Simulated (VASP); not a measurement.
Here is a VASP 6.6.1 calculation.

The input INCAR:

```
PREC = Accurate
ENCUT = 520
EDIFF = 1E-6
ISMEAR = 0
SIGMA = 0.1
LREAL = False
LASPH = True
NELM = 100
ALGO = Normal
ISIF = 2
LWAVE = False
LCHARG = True
GGA = PE
LELF = True
LVHAR = True
NBANDS = 31
```

The input KPOINTS:

```
Automatic mesh
0
Gamma
  12 12 4
```

POSCAR

```
Tl2SnH4
1.0
    3.7008364392      0.0000000000      0.0000000000
   -1.8504182196      3.2050183716      0.0000000000
    0.0000000000      0.0000000000     11.7397476603
Tl Sn H
2 1 4
Direct
    0.0000000000      0.0000000000      0.7629777464
    0.0000000000      0.0000000000      0.2370222536
    0.3333333333      0.6666666667      0.0000000000
    0.0000000000      0.0000000000      0.4166871264
    0.0000000000      0.0000000000      0.5833128736
    0.0000000000      0.0000000000      0.5000000000
    0.0000000000      0.0000000000      0.0000000000
```

Potentials or basis: VASP PAW PBE potentials, release 64 (Tl_d, Sn_d, H).

Command:

```sh
$ cat potpaw_PBE.64/Tl_d/POTCAR potpaw_PBE.64/Sn_d/POTCAR potpaw_PBE.64/H/POTCAR > POTCAR
$ mpirun -np 1 vasp_std > vasp.out
```

**Question.** Predict the pressure.

**Answer.** -0.1 GPa.

**Question.** What does it give for the band gap on the k mesh?

**Answer.** Zero (bands 22 and 23 overlap by 2.62 eV).

**Question.** Estimate the largest force.

**Answer.** 0.006 eV/Å.

Forces on the atoms (eV/Å):
```
Tl   0.000  0.000  0.001
Tl   0.000  0.000 -0.001
Sn   0.000  0.000  0.000
H    0.000  0.000  0.006
H    0.000  0.000 -0.006
H    0.000  0.000  0.000
H    0.000  0.000  0.000
```

Caveat: spin-orbit coupling is left out, which moves the levels of the heavy elements.
